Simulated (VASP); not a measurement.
Here is a VASP 6.6.1 calculation.

File INCAR:

```
SYSTEM = Lu
ALGO = Normal ; EDIFF = 1E-7
EDIFFG = -0.03 ; ENCUT = 600
GGA = PS ; IBRION = 2
ISIF = 3 ; ISMEAR = -1
LASPH = .TRUE. ; LCHARG = .FALSE.
LREAL = .FALSE. ; LWAVE = .FALSE.
NELM = 100 ; NSW = 80
PREC = Accurate ; PSTRESS = 300.0
SIGMA = 0.1
```

The input KPOINTS:

```
k-points
0
G
  8 8 5
  0 0 0
```

The input POSCAR:

```
Lu
1.0
    3.5031000000      0.0000000000      0.0000000000
   -1.7515500000      3.0337735900      0.0000000000
    0.0000000000      0.0000000000      5.5509000000
Lu
2
Direct
    0.3333333300      0.6666666700      0.2500000000
    0.6666666700      0.3333333300      0.7500000000
```

Potentials or basis: VASP PAW PBE potentials, release 64 (Lu).

Run with:

```sh
$ cat potpaw_PBE.64/Lu/POTCAR > POTCAR
$ mpirun -np 1 vasp_std > vasp.out
```

What does it give for the space group after relaxing (to 0.05 Å)?

P6_3/mmc (No. 194).

Predict the band gap on the k mesh.

zero (band 25 reaches 6.22 eV, above the bottom of band 26 at 3.36 eV).

Predict the relaxed cell.

a = 3.040 Å, b = 3.040 Å, c = 4.871 Å, α = 90.00°, β = 90.00°, γ = 120.00°.

What does it give for the relaxed volume?

19.49 Å³/atom.

Stress tensor (GPa, compression positive):
```
30.05  0.00  0.00
 0.00 30.05  0.00
 0.00  0.00 29.94
```

Caveat: the cell is relaxed towards a set pressure, so the enthalpy falls and the energy may rise; the volume moved by over 15 % at a fixed basis, so the end points are rough; the PAW data sets were made with another functional, which shifts forces and pressure a little; spin-orbit coupling is left out, which moves the levels of the heavy elements.
